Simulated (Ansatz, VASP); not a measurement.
**GaSb: VASP beside Ansatz**

File INCAR:

```
PREC = Accurate ; ENCUT = 500
EDIFF = 1E-6 ; ISMEAR = 0
SIGMA = 0.001 ; LREAL = F
LASPH = T ; NELM = 120
ALGO = Normal ; ISIF = 2
LWAVE = F ; LCHARG = F
GGA = PE ; NBANDS = 16
GGA_COMPAT = F
```

File KPOINTS:

```
Automatic mesh
0
Gamma
  6 6 6
```

POSCAR

```
GaSb
1.0
    0.0000000000      3.0590005565      3.0590005565
    3.0590005565      0.0000000000      3.0590005565
    3.0590005565      3.0590005565      0.0000000000
Ga Sb
1 1
Direct
    0.0000000000      0.0000000000      0.0000000000
    0.7500000000      0.7500000000      0.7500000000
```

Input for Ansatz:

```yaml
crystal:
  lattice:
    - [0.0, 3.0590005565, 3.0590005565]
    - [3.0590005565, 0.0, 3.0590005565]
    - [3.0590005565, 3.0590005565, 0.0]
  atoms:
    - { symbol: Ga, position: [0.0, 0.0, 0.0] }
    - { symbol: Sb, position: [0.75, 0.75, 0.75] }
basis:
  ecutwfc: 420
  ecutrho_ratio: 4
kpoints:
  mp_grid: { grid: [6, 6, 6] }
hamiltonian:
  xc: pbe
scf:
  occupations: { method: gaussian, width: 0.001 }
output:
  forces: true
  stress: true
  write_density: true
  write_potential: true
  elf: true
  volumetric_format: npy
```

Alike in both runs: task single point; functional PBE; k mesh 6 × 6 × 6; occupations gaussian, width 0.001 eV; no spin polarisation.

```csv
,VASP,Ansatz
version,VASP 6.6.1,Ansatz 0.2.0
potentials or method,"VASP PAW PBE potentials, release 64 (Ga_d, Sb), cutoff 500 eV","scalar-relativistic, plane waves, PAW"
valence electrons in the cell,18,28
```

```tsv
	VASP	Ansatz	Ansatz less VASP
gap on the k mesh at the Fermi level (eV)	0.03	0.03	-0.002
pressure (GPa)	2.3	2.3	-0.07
```

VASP's potentials hold 18 valence electrons a cell and Ansatz's 28, so a difference there can come from the potentials and not from the codes.

Neither program's run includes spin-orbit coupling.
